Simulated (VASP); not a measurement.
# Zn4Se3S (Cm) in VASP: single point with PBEsol

Aim: the single point of Zn4Se3S with PBEsol.

Everything below comes from runs of VASP 6.6.1. Logs are shortened: lines on timing, memory, paths and dates and some standing lists are left out, and cuts for length are marked.

**1. The cell of the first run**

It takes space group Cm (No. 8, monoclinic). The conventional cell has a = 13.142 Å, b = 3.968 Å, c = 6.835 Å, α = 90.00°, β = 100.47°, γ = 90.00°. Zn (site symmetry m) has 1 S at 2.34 Å and 3 Se at 2.44 to 2.45 Å within 3.1 Å. Within 3.1 Å of Zn (site symmetry m) lie 2 S at 2.37 Å and 2 Se at 2.45 to 2.47 Å. Zn (site symmetry m) has 4 Se at 2.43 to 2.45 Å within 3.2 Å. Within 3.1 Å of Zn (site symmetry m) lie 1 S at 2.35 Å and 3 Se at 2.45 to 2.46 Å. S (site symmetry m) has 4 Zn at 2.34 to 2.37 Å within 3.1 Å. Within 3.2 Å of Se (site symmetry m) lie 4 Zn at 2.44 to 2.45 Å. Within 3.2 Å of Se (site symmetry m) lie 4 Zn at 2.45 to 2.47 Å. Se (site symmetry m) has 4 Zn at 2.43 to 2.46 Å within 3.2 Å.

**2. Single point, PBEsol (strained cell)**

Input file INCAR:

```
ALGO = Normal ; EDIFF = 1E-6
ENCUT = 500 ; GGA = PS
GGA_COMPAT = False ; ISIF = 2
ISMEAR = 0 ; LASPH = True
LCHARG = False ; LREAL = False
LWAVE = False ; NBANDS = 46
NELM = 120 ; PREC = Accurate
SIGMA = 0.02
```

Input file KPOINTS:

```
k-points
0
Gamma
  8 8 4
```

Input file POSCAR:

```
Zn4Se3S
1.0
   -2.8060996072      2.8060996072      0.0000000000
   -2.8068721762     -5.6129717835      2.7810323455
    2.8071867933      2.8071867933      5.5637654487
Zn S Se
4 1 3
Direct
    0.0075009473      0.0150018945      0.0019130297
    0.7461521857      0.4923043714      0.2386552959
    0.4981731550     -0.0036536900      0.4998118201
    0.2482537545      0.4965075091      0.7598804411
    0.1883059133      0.3766118267      0.0634694093
    0.9358147950      0.8716295901      0.3080055706
    0.6873830094      0.3747660187      0.5618862499
    0.4384162398      0.8768324796      0.8163781834
```

Potentials or basis: VASP PAW PBE potentials, release 64 (Zn, S, Se).

Started as:

```bash
cat potpaw_PBE.64/Zn/POTCAR potpaw_PBE.64/S/POTCAR potpaw_PBE.64/Se/POTCAR > POTCAR
mpirun -np 1 vasp_std > vasp.out
```

OUTCAR:

```text
EDIFF = 1E-6
   ENCUT = 500
   GGA = PS
   ISIF = 2
   ISMEAR = 0
   LASPH = True
   LREAL = False
   NELM = 120
   PREC = Accurate

 ion  position               nearest neighbor table
   1  0.008  0.015  0.002-   5 2.34   8 2.44   8 2.44   6 2.45
   2  0.746  0.492  0.239-   5 2.37   5 2.37   6 2.45   7 2.47
   3  0.498  0.996  0.500-   8 2.43   6 2.44   6 2.44   7 2.45
   4  0.248  0.497  0.760-   5 2.35   7 2.45   7 2.45   8 2.46
   5  0.188  0.377  0.063-   1 2.34   4 2.35   2 2.37   2 2.37
   6  0.936  0.872  0.308-   3 2.44   3 2.44   1 2.45   2 2.45
   7  0.687  0.375  0.562-   3 2.45   4 2.45   4 2.45   2 2.47
   8  0.438  0.877  0.816-   3 2.43   1 2.44   1 2.44   4 2.46

  LATTYP: Found a base centered monoclinic cell.
 ALAT       =    13.1424544221
 B/A-ratio  =     0.3019545661
 C/A-ratio  =     0.5200639180
 COS(beta)  =    -0.1817496010

  Lattice vectors:

 A1 = (  -5.6129717834,  -2.8068721763,   2.7810323455)
 A2 = (  -2.8068721762,  -5.6129717835,   2.7810323455)
 A3 = (   2.8071867933,   2.8071867933,   5.5637654487)

Analysis of symmetry for initial positions (statically):
=====================================================================
 Subroutine PRICEL returns:
 Original cell was already a primitive cell.

 Routine SETGRP: Setting up the symmetry group for a
 base centered monoclinic supercell.

 Subroutine GETGRP returns: Found  2 space group operations
 (whereof  2 operations were pure point group operations)
 out of a pool of  4 trial point group operations.

The static configuration has the point symmetry C_1h.

Analysis of symmetry for dynamics (positions and initial velocities):
=====================================================================
 Subroutine PRICEL returns:
 Original cell was already a primitive cell.

 Routine SETGRP: Setting up the symmetry group for a
 base centered monoclinic supercell.

 Subroutine GETGRP returns: Found  2 space group operations
 (whereof  2 operations were pure point group operations)
 out of a pool of  4 trial point group operations.

The dynamic configuration has the point symmetry C_1h.

 Subroutine INISYM returns: Found  2 space group operations
 (whereof  2 operations are pure point group operations),
 and found     1 'primitive' translations

----------------------------------------------------------------------------------------

                                     Primitive cell

  volume of cell :     175.2684

  direct lattice vectors                    reciprocal lattice vectors
    -2.806099607  2.806099607  0.000000000    -0.222722046  0.133644492  0.044943903
    -2.806872176 -5.612971783  2.781032345    -0.089077554 -0.089077554  0.089887806
     2.807186793  2.807186793  5.563765449     0.044525162  0.044525162  0.134804228

  length of vectors
     3.968424122  6.864264313  6.834916338     0.263601810  0.154756062  0.148785618

  position of ions in fractional coordinates (direct lattice)
     0.007500947  0.015001895  0.001913030
     0.746152186  0.492304371  0.238655296
     0.498173155  0.996346310  0.499811820
     0.248253754  0.496507509  0.759880441
     0.188305913  0.376611827  0.063469409
     0.935814795  0.871629590  0.308005571
     0.687383009  0.374766019  0.561886250
     0.438416240  0.876832480  0.816378183

  ion indices of the primitive-cell ions
   primitive index   ion index
                 1           1
                 2           2
                 3           3
                 4           4
                 5           5
                 6           6
                 7           7
                 8           8

----------------------------------------------------------------------------------------

 KPOINTS: k-points

Automatic generation of k-mesh.
 Grid dimensions read from file:
 generate k-points for:    8    8    4

 Generating k-lattice:

  Cartesian coordinates                     Fractional coordinates (reciprocal lattice)
    -0.027840256  0.016705561  0.005617988     0.125000000  0.000000000 -0.000000000
    -0.011134694 -0.011134694  0.011235976     0.000000000  0.125000000  0.000000000
     0.011131291  0.011131291  0.033701057     0.000000000 -0.000000000  0.250000000

  Length of vectors
     0.032950226  0.019344508  0.037196404

  Shift w.r.t. Gamma in fractional coordinates (k-lattice)
     0.000000000  0.000000000  0.000000000

 Subroutine IBZKPT returns following result:
 ===========================================

 Found     78 irreducible k-points:

 Following reciprocal coordinates:
            Coordinates               Weight
  0.000000  0.000000  0.000000      1.000000
  0.125000  0.000000 -0.000000      4.000000
  0.250000  0.000000 -0.000000      4.000000
  0.375000  0.000000 -0.000000      4.000000
  0.500000  0.000000 -0.000000      2.000000
  0.000000  0.125000  0.000000      2.000000
[... 16 lines left out ...]
  0.125000  0.000000  0.250000      4.000000
  0.250000  0.000000  0.250000      4.000000
 [... further k-points ...]
   k-points           NKPTS =     78   k-points in BZ     NKDIM =     78   number of bands    NBANDS=     46
   number of dos      NEDOS =    301   number of ions     NIONS =      8
   total plane-waves  NPLWV =  75000
   dimension x,y,z NGX =    30 NGY =   50 NGZ =   50
   dimension x,y,z NGXF=    60 NGYF=  100 NGZF=  100
   ions per type =               4   1   3
   NGX,Y,Z   is equivalent  to a cutoff of  12.57, 12.11, 12.16 a.u.
   NGXF,Y,Z  is equivalent  to a cutoff of  25.14, 24.22, 24.32 a.u.
 SYSTEM =  unknown system
   PREC   = accura    normal or accurate (medium, high low for compatibility)
   ISTART =      0    job   : 0-new  1-cont  2-samecut
   ICHARG =      2    charge: 1-file 2-atom 10-const
   ISPIN  =      1    spin polarized calculation?
   LNONCOLLINEAR =      F non collinear calculations
   LSORBIT =      F    spin-orbit coupling
   LASPH  =      T    aspherical Exc in radial PAW
   ENCUT  =  500.0 eV  36.75 Ry    6.06 a.u.   7.24 12.52 12.46*2*pi/ulx,y,z
   NELM   =    120;   NELMIN=  2; NELMDL= -5     # of ELM steps
   EDIFF  = 0.1E-05   stopping-criterion for ELM
   LREAL  =      F    real-space projection
   EDIFFG = 0.1E-04   stopping-criterion for IOM
   NSW    =      0    number of steps for IOM
   IBRION =     -1    ionic relax: 0-MD 1-quasi-New 2-CG
   NFREE  =      0    steps in history (QN), initial steepest desc. (CG)
   ISIF   =      2    stress and relaxation
   ISYM   =      2    0-nonsym 1-usesym 2-fastsym
   POTIM  = 0.5000    time-step for ionic-motion
   TEBEG  =    0.0;   TEEND  =   0.0 temperature during run
   PSTRESS=    0.0 pullay stress
   NELECT =      72.0000    total number of electrons
   NUPDOWN=      -1.0000    fix difference up-down
   EMIN   =  10.00;   EMAX   =-10.00  energy-range for DOS
   EFERMI =   0.00;   METHOD = LEGACY
   ISMEAR =     0;   SIGMA  =   0.02  broadening in eV -4-tet -1-fermi 0-gaus
   EFERMI_NEDOS =   21; number of points for ismear=-14 and -15
   IALGO  =     38    algorithm
   IMIX   =      4    mixing-type and parameters
     AMIX     =   0.40;   BMIX     =  1.00
     AMIX_MAG =   1.60;   BMIX_MAG =  1.00
  volume/ion in A,a.u.               =      21.91       147.85
  Fermi-wavevector in a.u.,A,eV,Ry     =   1.216983  2.299764 20.150871  1.481047
  Thomas-Fermi vector in A             =   2.352319
   LORBIT       =      0    0 simple, 1 ext, 2 COOP (PROOUT), +10 PAW based schemes
   GGA     = PS    functional components
   LHFCALC =     F    Hartree Fock is set to
   AEXX    =    0.0000 exact exchange contribution
   IVDW    =     0    specifies the selected vdW correction
   LEPSILON=     F    determine dielectric tensor
   LRPA    =     F    only Hartree local field effects (RPA)
 non-spin polarized calculation
 Gauss-broadening in eV      SIGMA  =   0.02
  energy-cutoff  :      500.00
  volume of cell :      175.27
 maximum number of plane-waves:      4476
 NGX is ok and might be reduce to    30
   NGX = 15   NGY = 25   NGZ = 25

 number of electron      72.0000055 magnetization

 Free energy of the ion-electron system (eV)
  ---------------------------------------------------
  ext. energy  EPLUGINS =         0.00000000
  ---------------------------------------------------
  free energy    TOTEN  =       -27.85017400 eV

  energy without entropy =      -27.85017400  energy(sigma->0) =      -27.85017400

 E-fermi :   1.7933     XC(G=0):  -9.6207

 val. band max:        1.6888041269   @ k =   0.0000   0.0000   0.0000
 cond. band min:       2.9881418176   @ k =   0.0000   0.0000   0.0000
 fundamental gap:      1.2993376906
 Fermi energy:         1.7932706201

 k-point     1 :       0.0000    0.0000    0.0000
  band No.  band energies     occupation
      1     -11.6359      2.00000
      2     -10.8004      2.00000
      3     -10.6760      2.00000
      4     -10.6386      2.00000
      5      -4.9289      2.00000
      6      -4.9253      2.00000
[... 38 lines left out ...]
     45       7.5469      0.00000
     46       8.0367      0.00000

 k-point     2 :       0.1250    0.0000   -0.0000
  band No.  band energies     occupation
      1     -11.5580      2.00000
      2     -10.7714      2.00000
      3     -10.6657      2.00000
      4     -10.6049      2.00000
      5      -4.9283      2.00000
      6      -4.9025      2.00000
[... 38 lines left out ...]
     45       7.7370      0.00000
     46       7.8484      0.00000

 k-point     3 :       0.2500    0.0000   -0.0000
  band No.  band energies     occupation
      1     -11.3435      2.00000
      2     -10.6988      2.00000
      3     -10.6201      2.00000
      4     -10.5614      2.00000
      5      -4.9129      2.00000
      6      -4.8747      2.00000
[... 38 lines left out ...]
     45       8.2797      0.00000
     46       8.3126      0.00000

 k-point     4 :       0.3750    0.0000   -0.0000
  band No.  band energies     occupation
      1     -11.0525      2.00000
      2     -10.6379      2.00000
      3     -10.5851      2.00000
      4     -10.5549      2.00000
      5      -4.8704      2.00000
      6      -4.8480      2.00000
[... 920 lines left out ...]
     45       7.8971      0.00000
     46       7.9078      0.00000

 k-point    23 :       0.1250    0.0000    0.2500
  band No.  band energies     occupation
      1     -11.4556      2.00000
      2     -10.9123      2.00000
      3     -10.7334      2.00000
      4     -10.5276      2.00000
      5      -4.9206      2.00000
      6      -4.8993      2.00000
[... 38 lines left out ...]
     45       7.9190      0.00000
     46       8.1040      0.00000

 k-point    24 :       0.2500    0.0000    0.2500
  band No.  band energies     occupation
      1     -11.2535      2.00000
      2     -10.8194      2.00000
      3     -10.6675      2.00000
      4     -10.5001      2.00000
      5      -4.8942      2.00000
      6      -4.8650      2.00000
[... 38 lines left out ...]
     45       8.1827      0.00000
     46       8.2171      0.00000

 [... further k-points ...]

------------------------ aborting loop because EDIFF is reached ----------------------------------------

  FORCE on cell =-STRESS in cart. coord.  units (eV):
  Direction    XX          YY          ZZ          XY          YZ          ZX
  --------------------------------------------------------------------------------------
  -------------------------------------------------------------------------------------
  Total       -1.1345415     -1.1345415     -0.7819715     -0.0043140     -0.0000753     -0.0000753
  in kB      -10.3711610    -10.3711610     -7.1482198     -0.0394355     -0.0006885     -0.0006880
  external PRESSURE =      -9.2968472 kB  Pullay stress =       0.0000000 kB

 VOLUME and BASIS-vectors are now :
 -----------------------------------------------------------------------------
  energy-cutoff  :      500.00
  volume of cell :      175.27
      direct lattice vectors                 reciprocal lattice vectors
    -2.806099607  2.806099607  0.000000000    -0.222722046  0.133644492  0.044943903
    -2.806872176 -5.612971783  2.781032345    -0.089077554 -0.089077554  0.089887806
     2.807186793  2.807186793  5.563765449     0.044525162  0.044525162  0.134804228

 POSITION                                       TOTAL-FORCE (eV/Angst)
 -----------------------------------------------------------------------------------
     -0.05779     -0.05779      0.05236        -0.002432     -0.002432      0.001623
     -2.80566      0.00044      2.69694        -0.000324     -0.000324     -0.000164
     -2.79148     -2.79148      5.55171         0.000245      0.000245     -0.000505
      0.04287      0.04287      5.60860         0.002455      0.002455      0.001443
     -1.40734     -1.40734      1.40050        -0.000767     -0.000767      0.001526
     -4.20791     -1.40181      4.13770         0.000953      0.000953     -0.002916
     -1.40347      1.40263      4.16844        -0.001828     -0.001828     -0.000867
     -1.39967     -1.39967      6.98064         0.001699      0.001699     -0.000139
 -----------------------------------------------------------------------------------
    total drift:                                0.001000      0.000168      0.000278

  FREE ENERGIE OF THE ION-ELECTRON SYSTEM (eV)
  ---------------------------------------------------
  free  energy   TOTEN  =       -27.8501740036 eV

  energy  without entropy=      -27.8501740036  energy(sigma->0) =      -27.85017400
```

It took 11 min on 1 thread of Intel Xeon Platinum 8559C (Emerald Rapids), shared host; peak memory 0.58 GiB.

Results:

| Quantity | Value |
| --- | --- |
| Free energy | -27.8502 eV |
| Pressure | -0.9 GPa |
| Largest force | 0.004 eV/Å |
| Band gap on the k mesh | 1.30 eV |

Forces on the atoms (eV/Å):
```
Zn  -0.002 -0.002  0.002
Zn   0.000  0.000  0.000
Zn   0.000  0.000 -0.001
Zn   0.002  0.002  0.001
S   -0.001 -0.001  0.002
Se   0.001  0.001 -0.003
Se  -0.002 -0.002 -0.001
Se   0.002  0.002  0.000
```

Levels at points of the mesh, in eV from the valence-band top:
```csv
k point,band 33,band 34,band 35,band 36,band 37,band 38,band 39,band 40
"(0.00, 0.00, 0.00)",-0.90,-0.07,0.00,0.00,1.30,2.58,3.60,3.80
"(0.50, 0.00, 0.00)",-2.21,-2.06,-1.48,-1.23,4.23,4.27,4.33,4.43
"(0.00, 0.50, 0.00)",-0.70,-0.57,-0.36,-0.32,2.50,2.68,2.85,2.93
"(0.00, 0.00, 0.50)",-0.94,-0.88,-0.72,-0.69,3.30,3.47,3.87,4.05
"(0.50, 0.00, 0.50)",-1.80,-1.49,-0.93,-0.89,2.57,2.87,3.48,3.65
"(0.00, 0.50, 0.50)",-1.48,-1.43,-0.68,-0.42,3.34,3.52,3.74,3.79
```

Caveat: the cell differs from its parent crystal (strained cell); the PAW data sets were made with another functional, which shifts forces and pressure a little. A k mesh can miss the band edges.
